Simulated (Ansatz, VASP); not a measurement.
**Ag: VASP beside Ansatz**

```
CELL_PARAMETERS angstrom
2.32757 0.00000 0.00000
0.00000 2.32757 0.00000
0.00000 0.00000 2.32757
ATOMIC_POSITIONS crystal
Ag 0.00000 0.00000 0.00000
```

Change from the starting cell: volume scaled by 0.68, PAW files.

Alike in both runs: task single point; functional LDA; k mesh 16 × 16 × 16; occupations fermi-dirac, width 0.1 eV; no spin polarisation.

|  | VASP | Ansatz |
| --- | --- | --- |
| version | VASP 6.6.1 | Ansatz 0.2.0 |
| potentials or method | VASP PAW LDA potentials, release 64 (Ag) | PAW with Ansatz's default frozen-core files, scalar-relativistic |
| plane-wave cutoff (eV) | 520 | 420 |
| valence electrons in the cell | 11 | 19 |

```csv
,VASP,Ansatz,Ansatz less VASP
pressure (GPa),115.2,115.4,+0.27
```

LDA's correlation is that of Perdew and Zunger in VASP and of Perdew and Wang (1992) in Ansatz. Both programs put the cell under a high pressure, so it lies far from rest at this level. VASP's potentials hold 11 valence electrons a cell and Ansatz's 19, so a difference there can come from the potentials and not from the codes.

Noted on VASP's run: the cell as given lies far from equilibrium.
